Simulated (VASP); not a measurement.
# PbS (zincblende type) (F-43m) in VASP: further runs

The runs below take PbS (zincblende type) through single point, with LDA.

All numbers are computed with VASP 6.6.1; they aren't measurements. Logs are shortened: lines on timing, memory, paths and dates and some standing lists are left out, and cuts for length are marked.

## Step 1: The cell of the first run

It takes space group F-43m (No. 216, cubic). The conventional cell has a = 5.802 Å, b = 5.802 Å, c = 5.802 Å, α = 90.00°, β = 90.00°, γ = 90.00°. Pb (site symmetry -43m) has 4 S at 2.51 Å within 3.3 Å. Within 3.3 Å of S (site symmetry -43m) lie 4 Pb at 2.51 Å.

## Step 2: Single point, LDA (24.42 Å³/atom)

File INCAR:

```
SYSTEM = PbS
  ALGO = Normal
  EDIFF = 1E-6
  ENCUT = 520
  GGA = CA
  ISIF = 2
  ISMEAR = -1
  LASPH = .True.
  LCHARG = .True.
  LELF = .True.
  LREAL = .False.
  LVHAR = .True.
  LWAVE = .False.
  NBANDS = 17
  NELM = 60
  PREC = Accurate
  SIGMA = 0.1
```

File KPOINTS:

```
k-points
0
Gamma
  12 12 12
  0 0 0
```

File POSCAR:

```
PbS
1.0
    0.0000000000      2.9011120468      2.9011120468
    2.9011120468      0.0000000000      2.9011120468
    2.9011120468      2.9011120468      0.0000000000
Pb S
1 1
Direct
    0.0000000000      0.0000000000      0.0000000000
    0.2500000000      0.2500000000      0.2500000000
```

Potentials or basis: VASP PAW LDA potentials, release 64 (Pb_d, S).

Run with:

```sh
cat potpaw_LDA.64/Pb_d/POTCAR potpaw_LDA.64/S/POTCAR > POTCAR
mpirun -np 1 vasp_std > vasp.out
```

OUTCAR:

```text
SYSTEM = PbS
   EDIFF = 1E-6
   ENCUT = 520
   GGA = CA
   ISIF = 2
   ISMEAR = -1
   LASPH = .True.
   LREAL = .False.
   NELM = 60
   PREC = Accurate

 ion  position               nearest neighbor table
   1  0.000  0.000  0.000-   2 2.51   2 2.51   2 2.51   2 2.51
   2  0.250  0.250  0.250-   1 2.51   1 2.51   1 2.51   1 2.51

  LATTYP: Found a face centered cubic cell.
 ALAT       =     5.8022240936

  Lattice vectors:

 A1 = (   0.0000000000,   2.9011120468,   2.9011120468)
 A2 = (   2.9011120468,   0.0000000000,   2.9011120468)
 A3 = (   2.9011120468,   2.9011120468,   0.0000000000)

Analysis of symmetry for initial positions (statically):
=====================================================================
 Subroutine PRICEL returns:
 Original cell was already a primitive cell.

 Routine SETGRP: Setting up the symmetry group for a
 face centered cubic supercell.

 Subroutine GETGRP returns: Found 24 space group operations
 (whereof 24 operations were pure point group operations)
 out of a pool of 48 trial point group operations.

The static configuration has the point symmetry T_d .

Analysis of symmetry for dynamics (positions and initial velocities):
=====================================================================
 Subroutine PRICEL returns:
 Original cell was already a primitive cell.

 Routine SETGRP: Setting up the symmetry group for a
 face centered cubic supercell.

 Subroutine GETGRP returns: Found 24 space group operations
 (whereof 24 operations were pure point group operations)
 out of a pool of 48 trial point group operations.

The dynamic configuration has the point symmetry T_d .

 Subroutine INISYM returns: Found 24 space group operations
 (whereof 24 operations are pure point group operations),
 and found     1 'primitive' translations

----------------------------------------------------------------------------------------

                                     Primitive cell

  volume of cell :      48.8341

  direct lattice vectors                    reciprocal lattice vectors
     0.000000000  2.901112047  2.901112047    -0.172347704  0.172347704  0.172347704
     2.901112047  0.000000000  2.901112047     0.172347704 -0.172347704  0.172347704
     2.901112047  2.901112047  0.000000000     0.172347704  0.172347704 -0.172347704

  length of vectors
     4.102792003  4.102792003  4.102792003     0.298514980  0.298514980  0.298514980

  position of ions in fractional coordinates (direct lattice)
     0.000000000  0.000000000  0.000000000
     0.250000000  0.250000000  0.250000000

  ion indices of the primitive-cell ions
   primitive index   ion index
                 1           1
                 2           2

----------------------------------------------------------------------------------------

 KPOINTS: k-points

Automatic generation of k-mesh.
 Grid dimensions read from file:
 generate k-points for:   12   12   12

 Generating k-lattice:

  Cartesian coordinates                     Fractional coordinates (reciprocal lattice)
    -0.014362309  0.014362309  0.014362309     0.083333333  0.000000000  0.000000000
     0.014362309 -0.014362309  0.014362309     0.000000000  0.083333333  0.000000000
     0.014362309  0.014362309 -0.014362309     0.000000000  0.000000000  0.083333333

  Length of vectors
     0.024876248  0.024876248  0.024876248

  Shift w.r.t. Gamma in fractional coordinates (k-lattice)
     0.000000000  0.000000000  0.000000000

 Subroutine IBZKPT returns following result:
 ===========================================

 Found     72 irreducible k-points:

 Following reciprocal coordinates:
            Coordinates               Weight
  0.000000  0.000000  0.000000      1.000000
  0.083333  0.000000  0.000000      8.000000
  0.166667  0.000000  0.000000      8.000000
  0.250000  0.000000  0.000000      8.000000
  0.333333  0.000000  0.000000      8.000000
  0.416667  0.000000  0.000000      8.000000
[... 16 lines left out ...]
  0.500000  0.166667  0.000000     24.000000
 -0.416667  0.166667  0.000000     24.000000
 [... further k-points ...]
   k-points           NKPTS =     72   k-points in BZ     NKDIM =     72   number of bands    NBANDS=     17
   number of dos      NEDOS =    301   number of ions     NIONS =      2
   total plane-waves  NPLWV =  32768
   dimension x,y,z NGX =    32 NGY =   32 NGZ =   32
   dimension x,y,z NGXF=    64 NGYF=   64 NGZF=   64
   ions per type =               1   1
   NGX,Y,Z   is equivalent  to a cutoff of  12.97, 12.97, 12.97 a.u.
   NGXF,Y,Z  is equivalent  to a cutoff of  25.93, 25.93, 25.93 a.u.
 SYSTEM =  PbS
   PREC   = accura    normal or accurate (medium, high low for compatibility)
   ISTART =      0    job   : 0-new  1-cont  2-samecut
   ICHARG =      2    charge: 1-file 2-atom 10-const
   ISPIN  =      1    spin polarized calculation?
   LNONCOLLINEAR =      F non collinear calculations
   LSORBIT =      F    spin-orbit coupling
   LASPH  =      T    aspherical Exc in radial PAW
   ENCUT  =  520.0 eV  38.22 Ry    6.18 a.u.   7.63  7.63  7.63*2*pi/ulx,y,z
   NELM   =     60;   NELMIN=  2; NELMDL= -5     # of ELM steps
   EDIFF  = 0.1E-05   stopping-criterion for ELM
   LREAL  =      F    real-space projection
   EDIFFG = 0.1E-04   stopping-criterion for IOM
   NSW    =      0    number of steps for IOM
   IBRION =     -1    ionic relax: 0-MD 1-quasi-New 2-CG
   NFREE  =      0    steps in history (QN), initial steepest desc. (CG)
   ISIF   =      2    stress and relaxation
   ISYM   =      2    0-nonsym 1-usesym 2-fastsym
   POTIM  = 0.5000    time-step for ionic-motion
   TEBEG  =    0.0;   TEEND  =   0.0 temperature during run
   PSTRESS=    0.0 pullay stress
   NELECT =      20.0000    total number of electrons
   NUPDOWN=      -1.0000    fix difference up-down
   EMIN   =  10.00;   EMAX   =-10.00  energy-range for DOS
   EFERMI =   0.00;   METHOD = LEGACY
   ISMEAR =    -1;   SIGMA  =   0.10  broadening in eV -4-tet -1-fermi 0-gaus
   EFERMI_NEDOS =   21; number of points for ismear=-14 and -15
   IALGO  =     38    algorithm
   IMIX   =      4    mixing-type and parameters
     AMIX     =   0.40;   BMIX     =  1.00
     AMIX_MAG =   1.60;   BMIX_MAG =  1.00
  volume/ion in A,a.u.               =      24.42       164.77
  Fermi-wavevector in a.u.,A,eV,Ry     =   1.215748  2.297431 20.110008  1.478044
  Thomas-Fermi vector in A             =   2.351125
   LORBIT       =      0    0 simple, 1 ext, 2 COOP (PROOUT), +10 PAW based schemes
   GGA     = CA    functional components
   LHFCALC =     F    Hartree Fock is set to
   AEXX    =    0.0000 exact exchange contribution
   IVDW    =     0    specifies the selected vdW correction
   LEPSILON=     F    determine dielectric tensor
   LRPA    =     F    only Hartree local field effects (RPA)
 non-spin polarized calculation
  energy-cutoff  :      520.00
  volume of cell :       48.83
 maximum number of plane-waves:      1363
   NGX = 15   NGY = 15   NGZ = 15

 number of electron      20.0000002 magnetization

 Free energy of the ion-electron system (eV)
  ---------------------------------------------------
  ext. energy  EPLUGINS =         0.00000000
  ---------------------------------------------------
  free energy    TOTEN  =        -8.20312611 eV

  energy without entropy =       -8.18044215  energy(sigma->0) =       -8.19178413

 E-fermi :   7.0009     XC(G=0): -10.0997

 val. band max:        6.9960187462   @ k =   0.5000   0.4167   0.0833
 cond. band min:       7.0523164336   @ k =  -0.2500   0.4167   0.1667
 fundamental gap:      0.0562976874
 Fermi energy:         7.0008968110

 k-point     1 :       0.0000    0.0000    0.0000
  band No.  band energies     occupation
      1     -10.4239      2.00000
      2     -10.4239      2.00000
      3     -10.4239      2.00000
      4     -10.2146      2.00000
      5     -10.2146      2.00000
      6      -8.7895      2.00000
[... 9 lines left out ...]
     16      15.4319      0.00000
     17      16.6061      0.00000

 k-point     2 :       0.0833    0.0000    0.0000
  band No.  band energies     occupation
      1     -10.4474      2.00000
      2     -10.4193      2.00000
      3     -10.4193      2.00000
      4     -10.2145      2.00000
      5     -10.2145      2.00000
      6      -8.6955      2.00000
[... 9 lines left out ...]
     16      14.9624      0.00000
     17      16.2142      0.00000

 k-point     3 :       0.1667    0.0000    0.0000
  band No.  band energies     occupation
      1     -10.5049      2.00000
      2     -10.4074      2.00000
      3     -10.4074      2.00000
      4     -10.2139      2.00000
      5     -10.2139      2.00000
      6      -8.4309      2.00000
[... 9 lines left out ...]
     16      14.4616      0.00000
     17      16.0187      0.00000

 k-point     4 :       0.2500    0.0000    0.0000
  band No.  band energies     occupation
      1     -10.5720      2.00000
      2     -10.3928      2.00000
      3     -10.3928      2.00000
      4     -10.2111      2.00000
      5     -10.2111      2.00000
      6      -8.0362      2.00000
[... 9 lines left out ...]
     16      14.3474      0.00000
     17      17.1676      0.00000

 k-point     5 :       0.3333    0.0000    0.0000
  band No.  band energies     occupation
      1     -10.6302      2.00000
      2     -10.3807      2.00000
      3     -10.3807      2.00000
      4     -10.2058      2.00000
      5     -10.2058      2.00000
      6      -7.5730      2.00000
[... 9 lines left out ...]
     16      14.7096      0.00000
     17      18.3369      0.00000

 k-point     6 :       0.4167    0.0000    0.0000
  band No.  band energies     occupation
      1     -10.6689      2.00000
      2     -10.3735      2.00000
      3     -10.3735      2.00000
      4     -10.1999      2.00000
      5     -10.1999      2.00000
      6      -7.1547      2.00000
[... 9 lines left out ...]
     16      15.4339      0.00000
     17      17.4536      0.00000
[... 281 lines left out ...]
 k-point    21 :       0.3333    0.1667    0.0000
  band No.  band energies     occupation
      1     -10.6383      2.00000
      2     -10.3674      2.00000
      3     -10.3599      2.00000
      4     -10.2345      2.00000
      5     -10.1936      2.00000
      6      -7.6261      2.00000
[... 9 lines left out ...]
     16      15.7168      0.00000
     17      18.1570      0.00000

 k-point    22 :       0.4167    0.1667    0.0000
  band No.  band energies     occupation
      1     -10.6744      2.00000
      2     -10.3622      2.00000
      3     -10.3508      2.00000
      4     -10.2290      2.00000
      5     -10.1910      2.00000
      6      -7.1860      2.00000
[... 9 lines left out ...]
     16      16.0019      0.00000
     17      17.5624      0.00000

 k-point    23 :       0.5000    0.1667    0.0000
  band No.  band energies     occupation
      1     -10.6940      2.00000
      2     -10.3606      2.00000
      3     -10.3477      2.00000
      4     -10.2197      2.00000
      5     -10.1930      2.00000
      6      -6.8446      2.00000
[... 9 lines left out ...]
     16      16.0668      0.00000
     17      16.8048      0.00000

 k-point    24 :      -0.4167    0.1667    0.0000
  band No.  band energies     occupation
      1     -10.6941      2.00000
      2     -10.3615      2.00000
      3     -10.3501      2.00000
      4     -10.2107      2.00000
      5     -10.2006      2.00000
      6      -6.7896      2.00000
[... 9 lines left out ...]
     16      15.7525      0.00000
     17      17.1552      0.00000

 [... further k-points ...]
[... 5 lines left out ...]
  --------------------------------------------------------------------------------------
  -------------------------------------------------------------------------------------
  Total        7.7984940      7.7984940      7.7984940     -0.0000000      0.0000000      0.0000000
  in kB      255.8573047    255.8573047    255.8573047     -0.0000000      0.0000000      0.0000000
  external PRESSURE =     255.8573047 kB  Pullay stress =       0.0000000 kB

 VOLUME and BASIS-vectors are now :
 -----------------------------------------------------------------------------
  energy-cutoff  :      520.00
  volume of cell :       48.83
      direct lattice vectors                 reciprocal lattice vectors
     0.000000000  2.901112047  2.901112047    -0.172347704  0.172347704  0.172347704
     2.901112047  0.000000000  2.901112047     0.172347704 -0.172347704  0.172347704
     2.901112047  2.901112047  0.000000000     0.172347704  0.172347704 -0.172347704

 POSITION                                       TOTAL-FORCE (eV/Angst)
 -----------------------------------------------------------------------------------
      0.00000      0.00000      0.00000         0.000000      0.000000      0.000000
      1.45056      1.45056      1.45056        -0.000000     -0.000000     -0.000000
 -----------------------------------------------------------------------------------
    total drift:                                0.000000      0.000000      0.000000

  FREE ENERGIE OF THE ION-ELECTRON SYSTEM (eV)
  ---------------------------------------------------
  free  energy   TOTEN  =        -8.2031261115 eV

  energy  without entropy=       -8.1804421483  energy(sigma->0) =       -8.19178413
```

It took 61 s on 1 thread of Intel Xeon 8259CL, shared host; peak memory 0.19 GiB.

Results:

| Quantity | Value |
| --- | --- |
| Free energy | -8.2031 eV |
| Pressure | 25.6 GPa |
| Band gap on the k mesh | zero (bands 10 and 11 overlap by 0.79 eV) |

Levels at points of the mesh, in eV from the Fermi level:
```
           k point  band 6  band 7  band 8  band 9  band 10  band 11  band 12  band 13  band 14  band 15
(0.00, 0.00, 0.00)  -15.79   -4.94   -3.04   -3.04    -3.04     1.93     1.93     1.93     5.47     8.43
(0.50, 0.00, 0.00)  -13.97   -9.59   -3.96   -3.96    -2.55     2.85     2.85     4.07     6.72     8.96
(0.50, 0.50, 0.00)  -13.28  -10.07   -5.19   -5.19    -0.82    -0.50     5.81     6.58     6.58     9.10
```

Caveat: the cell stands under pressure; semilocal functionals underestimate gaps, so a narrow gap can read as zero; spin-orbit coupling is left out, which moves the levels of the heavy elements.

## Step 3: Single point, LDA (27.13 Å³/atom)

This run uses another cell than the first one, of 27.13 Å³/atom.

File INCAR:

```
SYSTEM = PbS
PREC     = Accurate       ! precision mode
ENCUT    = 520            ! plane-wave cutoff, eV
EDIFF    = 1E-6           ! SCF threshold, eV
ISMEAR   = -1             ! smearing method
SIGMA    = 0.1            ! smearing width, eV
LREAL    = .False.        ! projectors in reciprocal space
LASPH    = .True.         ! aspherical terms in the spheres
NELM     = 100            ! most SCF steps
ALGO     = Normal         ! electronic algorithm
ISIF     = 2              ! what is computed and relaxed
LWAVE    = .False.        ! write WAVECAR
LCHARG   = .True.         ! write CHGCAR
GGA      = CA             ! functional
LELF     = .True.         ! ELF
LVHAR    = .True.       
NBANDS   = 17             ! bands
```

File KPOINTS:

```
Automatic mesh
0
Gamma
  12 12 12
  0 0 0
```

File POSCAR:

```
PbS
1.0
    0.0000000000      3.0048098850      3.0048098850
    3.0048098850      0.0000000000      3.0048098850
    3.0048098850      3.0048098850      0.0000000000
Pb S
1 1
Direct
    0.0000000000      0.0000000000      0.0000000000
    0.2500000000      0.2500000000      0.2500000000
```

Potentials or basis: VASP PAW LDA potentials, release 64 (Pb_d, S).

Run with:

```sh
cat potpaw_LDA.64/Pb_d/POTCAR potpaw_LDA.64/S/POTCAR > POTCAR
mpirun -np 1 vasp_std > vasp.out
```

Run time: 65 s. Hardware: 1 thread of Intel Xeon 8259CL, shared host; peak memory 0.19 GiB.

Results (log left out):

| Quantity | Value |
| --- | --- |
| Free energy | -8.8698 eV |
| Pressure | 14.4 GPa |
| Band gap on the k mesh | zero (bands 10 and 11 overlap by 0.34 eV) |

Levels at points of the mesh, in eV from the Fermi level:
```csv
k point,band 7,band 8,band 9,band 10,band 11,band 12,band 13,band 14
"(0.00, 0.00, 0.00)",-5.34,-2.75,-2.75,-2.75,2.02,2.02,2.02,5.22
"(0.50, 0.00, 0.00)",-9.01,-3.54,-3.54,-2.54,2.88,2.88,3.86,6.65
"(0.50, 0.50, 0.00)",-9.51,-4.60,-4.60,-0.80,-0.24,5.67,6.03,6.03
```

Caveat: the cell stands under pressure; semilocal functionals underestimate gaps, so a narrow gap can read as zero; spin-orbit coupling is left out, which moves the levels of the heavy elements.
